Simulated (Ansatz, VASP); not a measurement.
## RuS2 in VASP and in Ansatz

```
Ru S
1.0
     2.95134    0.00000    0.00000
    -1.47567    2.55594    0.00000
     0.00000    0.00000   11.47951
Ru S
2 4
Direct
  0.33333 0.66667 0.25000
  0.66667 0.33333 0.75000
  0.33333 0.66667 0.62750
  0.66667 0.33333 0.12750
  0.33333 0.66667 0.87250
  0.66667 0.33333 0.37250
```

Alike in both runs: task single point; functional PBE; k mesh 6 × 6 × 2; occupations gaussian, width 0.1 eV; collinear spin.

|  | VASP | Ansatz |
| --- | --- | --- |
| version | VASP 6.6.1 | Ansatz 0.2.0 |
| potentials or method | VASP PAW PBE potentials, release 64 (Ru_pv, S), cutoff 520 eV | scalar-relativistic, plane waves, PAW |
| valence electrons in the cell | 52 | 56 |

Ansatz gave:

```
gap on the k mesh at the Fermi level (eV) : none
rms of the force components (eV/Å)        : 2.033
net moment per atom (μB)                  : 0.00
```

Q: Which values does VASP return?

A: gap on the k mesh at the Fermi level (eV): none; rms of the force components (eV/Å): 2.009; net moment per atom (μB): 0.00.

Atom by atom the forces differ by 0.024 eV/Å (rms over components). A gap of «none» marks a metal or a gap that the smearing closes. VASP's potentials hold 52 valence electrons a cell and Ansatz's 56, so a difference there can come from the potentials and not from the codes. Ansatz's warnings: seeded moment not kept.

The k mesh is coarse, so the values compare programs but aren't converged.
